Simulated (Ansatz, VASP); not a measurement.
SnO2 in VASP and in Ansatz

```
CELL_PARAMETERS angstrom
4.76482 0.00000 0.00000
0.00000 4.76482 0.00000
0.00000 0.00000 3.20750
ATOMIC_POSITIONS crystal
Sn 0.50000 0.50000 0.50000
Sn 0.00000 0.00000 0.00000
O 0.19403 0.80597 0.50000
O 0.80597 0.19403 0.50000
O 0.30597 0.30597 0.00000
O 0.69403 0.69403 0.00000
```

Alike in both runs: task electric field gradients; functional r2SCAN; k mesh 7 × 7 × 10; occupations fermi-dirac, width 0.01 eV; no spin polarisation.

|  | VASP | Ansatz |
| --- | --- | --- |
| version | VASP 6.6.1 | Ansatz 0.2.0 |
| potentials or method | VASP PAW PBE potentials, release 64 (Sn_d, O) | plane-wave PAW, scalar-relativistic |
| plane-wave cutoff (eV) | 520 | 500 |
| valence electrons in the cell | 52 | 52 |

Ansatz gave:

* gap on the k mesh at the Fermi level (eV): 1.72
* pressure (GPa): -0.9
* traceless stress, the component that is largest in VASP (GPa): -0.32
* rms of the force components (eV/Å): 0.004
* size of Vzz on the site where it differs most (V/Å²): 54.5

Q: Estimate VASP's values.

A: gap on the k mesh at the Fermi level (eV): 1.74; pressure (GPa): 0.2; traceless stress, the component that is largest in VASP (GPa): 0.01; rms of the force components (eV/Å): 0.009; size of Vzz on the site where it differs most (V/Å²): 53.4.

VASP's potentials were made for PBE, not for r2SCAN. Atom by atom the forces differ by 0.013 eV/Å (rms over components).
